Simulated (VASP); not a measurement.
# CdS (Cm) in VASP: a series of runs

Runs on CdS. Level: PBE. Tasks: single point.

All numbers are computed with VASP 6.6.1; they aren't measurements. Logs are shortened: lines on timing, memory, paths and dates and some standing lists are left out, and cuts for length are marked.

### 1 The cell of the first run

It takes space group Cm (No. 8, monoclinic). Conventional cell: a = 7.270 Å, b = 4.197 Å, c = 13.709 Å, α = 90.00°, β = 95.07°, γ = 90.00°. Cd (site symmetry m) has 4 S at 2.57 to 2.84 Å within 3.4 Å. Within 3.4 Å of Cd (site symmetry m) lie 4 S at 2.57 Å. Within 3.4 Å of Cd (site symmetry m) lie 4 S at 2.57 Å. Within 3.4 Å of Cd (site symmetry m) lie 4 S at 2.57 Å. S (site symmetry m) has 4 Cd at 2.57 to 2.84 Å within 3.4 Å. S (site symmetry m) has 4 Cd at 2.57 Å within 3.4 Å. Within 3.4 Å of S (site symmetry m) lie 4 Cd at 2.57 Å. Within 3.4 Å of S (site symmetry m) lie 4 Cd at 2.57 Å.

### 2 Single point, PBE

INCAR

```
PREC = Accurate
ENCUT = 520
EDIFF = 1E-7
ISMEAR = 0
SIGMA = 0.05
LREAL = F
LASPH = T
NELM = 80
ALGO = Normal
ISIF = 2
LWAVE = F
LCHARG = T
GGA = PE
LELF = T
LVHAR = T
NBANDS = 46
```

KPOINTS

```
regular mesh
0
Gamma
  7 7 2
```

POSCAR

```
CdS
1.0
   -2.0985806452     -3.6348483013      0.0000000000
    2.0985806452     -3.6348483013      0.0000000000
    0.0000000000     -1.2116161004     13.6554617430
Cd S
4 4
Direct
    0.5156952910      0.5156952910      0.9058282541
    0.5990286243      0.5990286243      0.4058282541
    0.3073619576      0.3073619576      0.1558282541
    0.2240286243      0.2240286243      0.6558282541
    0.6509713757      0.6509713757      0.0941717459
    0.5676380423      0.5676380424      0.5941717459
    0.2759713757      0.2759713757      0.3441717459
    0.1926380423      0.1926380424      0.8441717459
```

Potentials or basis: VASP PAW PBE potentials, release 64 (Cd, S).

Run with:

```console
cat potpaw_PBE.64/Cd/POTCAR potpaw_PBE.64/S/POTCAR > POTCAR
mpirun -np 1 vasp_std > vasp.out
```

OUTCAR:

```text
PREC = Accurate
   ENCUT = 520
   EDIFF = 1E-7
   ISMEAR = 0
   LREAL = F
   LASPH = T
   NELM = 80
   ISIF = 2
   GGA = PE

 ion  position               nearest neighbor table
   1  0.516  0.516  0.906-   8 2.57   8 2.57   8 2.57   5 2.84   3 3.62
   2  0.599  0.599  0.406-   7 2.57   7 2.57   7 2.57   6 2.57
   3  0.307  0.307  0.156-   5 2.57   5 2.57   5 2.57   7 2.57   1 3.62
   4  0.224  0.224  0.656-   6 2.57   6 2.57   6 2.57   8 2.57
   5  0.651  0.651  0.094-   3 2.57   3 2.57   3 2.57   1 2.84
   6  0.568  0.568  0.594-   4 2.57   4 2.57   4 2.57   2 2.57
   7  0.276  0.276  0.344-   2 2.57   2 2.57   2 2.57   3 2.57
   8  0.193  0.193  0.844-   1 2.57   1 2.57   1 2.57   4 2.57

  LATTYP: Found a base centered monoclinic cell.
 ALAT       =     7.2696966026
 B/A-ratio  =     0.5773502692
 C/A-ratio  =     1.8857882246
 COS(beta)  =    -0.0883803730

  Lattice vectors:

 A1 = (   2.0985806452,   3.6348483013,   0.0000000000)
 A2 = (  -2.0985806452,   3.6348483013,   0.0000000000)
 A3 = (   0.0000000000,  -1.2116161004,  13.6554617430)

Analysis of symmetry for initial positions (statically):
=====================================================================
 Subroutine PRICEL returns:
 Original cell was already a primitive cell.

 Routine SETGRP: Setting up the symmetry group for a
 base centered monoclinic supercell.

 Subroutine GETGRP returns: Found  2 space group operations
 (whereof  2 operations were pure point group operations)
 out of a pool of  4 trial point group operations.

The static configuration has the point symmetry C_1h.

Analysis of symmetry for dynamics (positions and initial velocities):
=====================================================================
 Subroutine PRICEL returns:
 Original cell was already a primitive cell.

 Routine SETGRP: Setting up the symmetry group for a
 base centered monoclinic supercell.

 Subroutine GETGRP returns: Found  2 space group operations
 (whereof  2 operations were pure point group operations)
 out of a pool of  4 trial point group operations.

The dynamic configuration has the point symmetry C_1h.

 Subroutine INISYM returns: Found  2 space group operations
 (whereof  2 operations are pure point group operations),
 and found     1 'primitive' translations

----------------------------------------------------------------------------------------

                                     Primitive cell
[... 102 lines left out ...]
   NELM   =     80;   NELMIN=  2; NELMDL= -5     # of ELM steps
   EDIFF  = 0.1E-06   stopping-criterion for ELM
   LREAL  =      F    real-space projection
   EDIFFG = 0.1E-05   stopping-criterion for IOM
   NSW    =      0    number of steps for IOM
   IBRION =     -1    ionic relax: 0-MD 1-quasi-New 2-CG
   NFREE  =      0    steps in history (QN), initial steepest desc. (CG)
   ISIF   =      2    stress and relaxation
   ISYM   =      2    0-nonsym 1-usesym 2-fastsym
   POTIM  = 0.5000    time-step for ionic-motion
   TEBEG  =    0.0;   TEEND  =   0.0 temperature during run
   PSTRESS=    0.0 pullay stress
   NELECT =      72.0000    total number of electrons
   NUPDOWN=      -1.0000    fix difference up-down
   EMIN   =  10.00;   EMAX   =-10.00  energy-range for DOS
   EFERMI =   0.00;   METHOD = LEGACY
   ISMEAR =     0;   SIGMA  =   0.05  broadening in eV -4-tet -1-fermi 0-gaus
   EFERMI_NEDOS =   21; number of points for ismear=-14 and -15
   IALGO  =     38    algorithm
   IMIX   =      4    mixing-type and parameters
     AMIX     =   0.40;   BMIX     =  1.00
     AMIX_MAG =   1.60;   BMIX_MAG =  1.00
  volume/ion in A,a.u.               =      26.04       175.73
  Fermi-wavevector in a.u.,A,eV,Ry     =   1.148866  2.171043 17.958250  1.319894
  Thomas-Fermi vector in A             =   2.285539
   LORBIT       =      0    0 simple, 1 ext, 2 COOP (PROOUT), +10 PAW based schemes
   GGA     = PE    functional components
   LHFCALC =     F    Hartree Fock is set to
   AEXX    =    0.0000 exact exchange contribution
   IVDW    =     0    specifies the selected vdW correction
   LEPSILON=     F    determine dielectric tensor
   LRPA    =     F    only Hartree local field effects (RPA)
 non-spin polarized calculation
 Gauss-broadening in eV      SIGMA  =   0.05
  energy-cutoff  :      520.00
  volume of cell :      208.33
 maximum number of plane-waves:      5634
   NGX = 15   NGY = 15   NGZ = 51

 number of electron      72.0000009 magnetization

 Free energy of the ion-electron system (eV)
  ---------------------------------------------------
  ext. energy  EPLUGINS =         0.00000000
  ---------------------------------------------------
  free energy    TOTEN  =       -24.33028704 eV

  energy without entropy =      -24.33028704  energy(sigma->0) =      -24.33028704

 E-fermi :   1.1882     XC(G=0):  -8.9429

 val. band max:        0.9704171886   @ k =   0.0000   0.0000   0.0000
 cond. band min:       1.8783265197   @ k =   0.0000   0.0000   0.0000
 fundamental gap:      0.9079093311
 Fermi energy:         1.1881509887

 k-point     1 :       0.0000    0.0000    0.0000
  band No.  band energies     occupation
      1     -11.2465      2.00000
      2     -11.0302      2.00000
      3     -10.8787      2.00000
      4     -10.6056      2.00000
      5      -6.8287      2.00000
      6      -6.8095      2.00000
[... 1165 lines left out ...]
     45       7.4465      0.00000
     46       7.8252      0.00000

 [... further k-points ...]
[... 5 lines left out ...]
  --------------------------------------------------------------------------------------
  -------------------------------------------------------------------------------------
  Total        0.5981098     -1.0656063     -0.3271115      0.0000000      1.2940046      0.0000000
  in kB        4.5998449     -8.1951897     -2.5156958      0.0000000      9.9517183      0.0000000
  external PRESSURE =      -2.0370135 kB  Pullay stress =       0.0000000 kB

 VOLUME and BASIS-vectors are now :
 -----------------------------------------------------------------------------
  energy-cutoff  :      520.00
  volume of cell :      208.33
      direct lattice vectors                 reciprocal lattice vectors
    -2.098580645 -3.634848301  0.000000000    -0.238256272 -0.137557322 -0.012205129
     2.098580645 -3.634848301  0.000000000     0.238256272 -0.137557322 -0.012205129
     0.000000000 -1.211616100 13.655461743     0.000000000  0.000000000  0.073230772

 POSITION                                       TOTAL-FORCE (eV/Angst)
 -----------------------------------------------------------------------------------
      0.00000     -4.84646     12.36950         0.000000     -0.277457      0.313211
      0.00000     -4.84646      5.54177         0.000000      0.002757     -0.095909
      0.00000     -2.42323      2.12791         0.000000      0.039792      0.053842
      0.00000     -2.42323      8.95564         0.000000     -0.012739     -0.089491
      0.00000     -4.84646      1.28596         0.000000      0.350985     -0.503610
      0.00000     -4.84646      8.11369         0.000000      0.000356      0.083900
      0.00000     -2.42323      4.69982         0.000000      0.014646      0.096116
      0.00000     -2.42323     11.52755         0.000000     -0.118340      0.141942
 -----------------------------------------------------------------------------------
    total drift:                               -0.000000      0.000138     -0.000860

  FREE ENERGIE OF THE ION-ELECTRON SYSTEM (eV)
  ---------------------------------------------------
  free  energy   TOTEN  =       -24.3302870379 eV

  energy  without entropy=      -24.3302870379  energy(sigma->0) =      -24.33028704
```

OSZICAR:

```text
N       E                     dE             d eps       ncg     rms          rms(c)
DAV:   1     0.515586959341E+03    0.51559E+03   -0.34674E+04  2944   0.143E+03
DAV:   2     0.773884083906E+01   -0.50785E+03   -0.49341E+03  3272   0.355E+02
DAV:   3    -0.261238436934E+02   -0.33863E+02   -0.33649E+02  3434   0.889E+01
DAV:   4    -0.266180647966E+02   -0.49422E+00   -0.49347E+00  3378   0.104E+01
DAV:   5    -0.266270235096E+02   -0.89587E-02   -0.89577E-02  3506   0.138E+00    0.144E+01
DAV:   6    -0.243700607304E+02    0.22570E+01   -0.48289E+00  3704   0.159E+01    0.116E+01
DAV:   7    -0.243500535793E+02    0.20007E-01   -0.18255E+00  3316   0.559E+00    0.486E+00
DAV:   8    -0.243320218029E+02    0.18032E-01   -0.27502E-01  3220   0.369E+00    0.857E-01
DAV:   9    -0.243298559880E+02    0.21658E-02   -0.43343E-02  3340   0.189E+00    0.294E-01
DAV:  10    -0.243298715891E+02   -0.15601E-04   -0.31795E-03  3276   0.486E-01    0.165E-01
DAV:  11    -0.243301728110E+02   -0.30122E-03   -0.75976E-04  3452   0.135E-01    0.906E-02
DAV:  12    -0.243302780964E+02   -0.10529E-03   -0.35744E-04  3312   0.935E-02    0.289E-02
DAV:  13    -0.243302829547E+02   -0.48583E-05   -0.31374E-05  3484   0.319E-02    0.133E-02
DAV:  14    -0.243302862923E+02   -0.33376E-05   -0.36010E-06  3294   0.965E-03    0.514E-03
DAV:  15    -0.243302870630E+02   -0.77069E-06   -0.77739E-07  3000   0.375E-03    0.225E-03
DAV:  16    -0.243302870379E+02    0.25077E-07   -0.17873E-07  2498   0.194E-03
   1 F= -.24330287E+02 E0= -.24330287E+02  d E =-.173291E-11
```

stdout:

```text
POSCAR found type information on POSCAR CdS
 POSCAR found :  2 types and       8 ions
 scaLAPACK will be used
 LDA part: xc-table for (Slater+PW92), standard interpolation
 POSCAR, INCAR and KPOINTS ok, starting setup
 FFT: planning ... GRIDC
 FFT: planning ... GRID_SOFT
 FFT: planning ... GRID
 WAVECAR not read
 entering main loop
```

Wall time 6.2 min (1 thread of Intel Xeon 6975P-C, shared host); peak memory 0.46 GiB.

Results:

```yaml
Free_energy: -24.3303 eV
Pressure: -0.2 GPa
Largest_force: 0.614 eV/Å
Band_gap_on_the_k_mesh: 0.91 eV, direct
```

Forces in eV/Å, atoms in the order of the input:
```
Cd   0.000 -0.277  0.313
Cd   0.000  0.003 -0.096
Cd   0.000  0.040  0.054
Cd   0.000 -0.013 -0.089
S    0.000  0.351 -0.504
S    0.000  0.000  0.084
S    0.000  0.015  0.096
S    0.000 -0.118  0.142
```

Stress tensor (GPa, compression positive):
```
 0.46  0.00  0.00
 0.00 -0.82  1.00
 0.00  1.00 -0.25
```

As with any semilocal functional, this PBE gap is likely too small.

### 3 Single point, PBE

INCAR

```
SYSTEM = CdS
  PREC = Accurate
  ENCUT = 520
  EDIFF = 1E-6
  ISMEAR = 0
  SIGMA = 0.05
  LREAL = .FALSE.
  LASPH = .TRUE.
  NELM = 60
  ALGO = Normal
  ISIF = 2
  LWAVE = .FALSE.
  LCHARG = .FALSE.
  GGA = PE
  NBANDS = 46
```

KPOINTS

```
regular mesh
0
G
  7 7 2
  0 0 0
```

POSCAR

```
CdS
1.0
   -2.0985806452     -3.6348483013      0.0000000000
    2.0985806452     -3.6348483013      0.0000000000
    0.0000000000     -1.8174241506     13.6554617430
Cd S
4 4
Direct
    0.4402096031      0.4402096031      0.9058282541
    0.5652096031      0.5652096031      0.4058282541
    0.2943762698      0.2943762698      0.1558282541
    0.1693762698      0.1693762698      0.6558282541
    0.6431237302      0.6431237302      0.0941717459
    0.5181237302      0.5181237302      0.5941717459
    0.2472903969      0.2472903969      0.3441717459
    0.1222903969      0.1222903969      0.8441717459
```

Potentials or basis: VASP PAW PBE potentials, release 64 (Cd, S).

Run with:

```console
cat potpaw_PBE.64/Cd/POTCAR potpaw_PBE.64/S/POTCAR > POTCAR
mpirun -np 1 vasp_std > vasp.out
```

It took 5.9 min on 1 thread of Intel Xeon 6975P-C, shared host; peak memory 0.46 GiB.

Results (log left out):

```
Free energy            : -24.1041 eV
Pressure               : -0.4 GPa
Largest force          : 0.586 eV/Å
Band gap on the k mesh : 0.69 eV, direct
```

Forces on the atoms (eV/Å):
```
Cd   0.000 -0.241  0.208
Cd   0.000  0.002 -0.169
Cd   0.000  0.056  0.080
Cd   0.000 -0.004 -0.155
S    0.000  0.215 -0.545
S    0.000  0.002  0.148
S    0.000  0.006  0.165
S    0.000 -0.036  0.268
```

Stress tensor (GPa, compression positive):
```
 0.01  0.00  0.00
 0.00 -1.10  0.64
 0.00  0.64 -0.08
```

Levels at points of the mesh, in eV from the valence-band top:
| k point | band 32 | band 33 | band 34 | band 35 | band 36 | band 37 | band 38 | band 39 | band 40 | band 41 |
| --- | --- | --- | --- | --- | --- | --- | --- | --- | --- | --- |
| (0.00, 0.00, 0.00) | -0.35 | -0.33 | -0.10 | -0.05 | 0.00 | 0.69 | 2.32 | 2.62 | 2.68 | 5.49 |
| (0.00, 0.00, 0.50) | -0.60 | -0.37 | -0.33 | -0.04 | -0.01 | 1.37 | 1.87 | 2.56 | 2.78 | 5.79 |
